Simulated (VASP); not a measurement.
A run of VASP 6.6.1 is set up as follows.

Contents of POSCAR:

```
CeO2
1.0
    0.0000000000      2.7186496227      2.7186496227
    2.7186496227      0.0000000000      2.7186496227
    2.7186496227      2.7186496227      0.0000000000
Ce O
1 2
Direct
    0.0000000000      0.0000000000      0.0000000000
    0.2500000000      0.2500000000      0.2500000000
    0.7500000000      0.7500000000      0.7500000000
```

The input INCAR.step1:

```
SYSTEM = CeO2
  PREC = Accurate
  ENCUT = 600
  EDIFF = 1E-5
  ISMEAR = -1
  SIGMA = 0.02
  LREAL = .False.
  LASPH = .True.
  NELM = 200
  ALGO = Normal
  LWAVE = .True.
  LCHARG = .False.
  GGA = PE
  NBANDS = 19
  GGA_COMPAT = .False.
  IBRION = 2
  ISIF = 3
  EDIFFG = -0.005
  NELMIN = 4
  NSW = 100
  LMAXMIX = 6
  KPAR = 4
```

The input INCAR.step2:

```
SYSTEM = CeO2
  PREC = Accurate
  ENCUT = 600
  EDIFF = 1E-7
  ISMEAR = -1
  SIGMA = 0.02
  LREAL = .False.
  LASPH = .True.
  NELM = 200
  ALGO = Normal
  ISIF = 3
  LWAVE = .False.
  LCHARG = .False.
  GGA = PE
  LHFCALC = .True.
  HFSCREEN = 0.2079
  PRECFOCK = Normal
  IBRION = 2
  NSW = 80
  EDIFFG = -0.005
  ISTART = 1
  GGA_COMPAT = .False.
  NELMIN = 4
  LMAXMIX = 6
  KPAR = 4
```

File KPOINTS:

```
regular mesh
0
Gamma
  6 6 6
  0 0 0
```

Potentials or basis: VASP PAW PBE potentials, release 64 (Ce, O).

Command:

```bash
$ cat potpaw_PBE.64/Ce/POTCAR potpaw_PBE.64/O/POTCAR > POTCAR
$ cp INCAR.step1 INCAR
$ mpirun -np 4 vasp_std > vasp.out
$ cp INCAR.step2 INCAR
$ mpirun -np 4 vasp_std > vasp.out
```

Problem. Predict the space group after relaxing (to 0.1 Å).

Solution. Fm-3m (No. 225).

Problem. What does it give for the relaxed volume?

Solution. 13.08 Å³/atom.

Problem. Predict the band gap on the k mesh.

Solution. 3.72 eV (least direct gap 3.86 eV).

Problem. Predict the relaxed cell.

Solution. a = 3.814 Å, b = 3.814 Å, c = 3.814 Å, α = 60.00°, β = 60.00°, γ = 60.00°.

The path:
```tsv
step	energy change (eV)	largest force (eV/Å)	pressure (GPa)	volume (Å³)
1	0.0000	0.0000	-4.80	40.19
2	0.0161	0.0000	7.71	37.90
3	-0.0148	0.0000	-0.04	39.23
```

Caveat: the PAW data sets were made with another functional, which shifts forces and pressure a little; spin-orbit coupling is left out, which moves the levels of the heavy elements. A k mesh can miss the band edges.
